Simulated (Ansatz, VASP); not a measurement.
## One calculation of Se, two programs

INCAR

```
SYSTEM = Se
  PREC = Accurate
  ENCUT = 520
  EDIFF = 1E-6
  ISMEAR = -1
  SIGMA = 0.1
  LREAL = .FALSE.
  LASPH = .TRUE.
  NELM = 80
  ALGO = Normal
  ISIF = 2
  LWAVE = .FALSE.
  LCHARG = .TRUE.
  GGA = CA
  LELF = .TRUE.
  LVHAR = .TRUE.
  NBANDS = 9
```

Contents of KPOINTS:

```
regular mesh
0
G
  15 15 15
  0 0 0
```

POSCAR

```
Se
1.0
   -1.7430815974      1.7430815974      1.7430815974
    1.7430815974     -1.7430815974      1.7430815974
    1.7430815974      1.7430815974     -1.7430815974
Se
1
Direct
    0.0000000000      0.0000000000      0.0000000000
```

Input for Ansatz:

```yaml
crystal:
  lattice:
    - [-1.7430815974, 1.7430815974, 1.7430815974]
    - [1.7430815974, -1.7430815974, 1.7430815974]
    - [1.7430815974, 1.7430815974, -1.7430815974]
  atoms:
    - { symbol: Se, position: [0.0, 0.0, 0.0] }
hamiltonian:
  xc: lda
  pseudopotentials:
    kind: paw
    azcp:
      Se: "pseudopotentials/Se.paw.azcp"
basis:
  ecutwfc: 420
  fft_grid_basis: typed
kpoints:
  mp_grid: { grid: [15, 15, 15], shift: [0, 0, 0] }
magnetization:
  spin_polarized: false
scf:
  occupations: { method: fermi_dirac, width: 0.1 }
  lower_state_search: "off"
output:
  stress: true
```

Alike in both runs: task single point; functional LDA; k mesh 15 × 15 × 15; occupations fermi-dirac, width 0.1 eV; no spin polarisation.

|  | VASP | Ansatz |
| --- | --- | --- |
| version | VASP 6.6.1 | Ansatz 0.2.0 |
| potentials or method | VASP PAW LDA potentials, release 64 (Se), cutoff 520 eV | plane waves (420 eV) with PAW, scalar-relativistic |
| valence electrons in the cell | 6 | 16 |

```csv
,VASP,Ansatz,Ansatz less VASP
pressure (GPa),-7.5,-7.6,-0.08
```

Ansatz warns that its potentials were made for another functional, while VASP's fit it. LDA's correlation is that of Perdew and Zunger in VASP and of Perdew and Wang (1992) in Ansatz. VASP's potentials hold 6 valence electrons a cell and Ansatz's 16, so a difference there can come from the potentials and not from the codes.
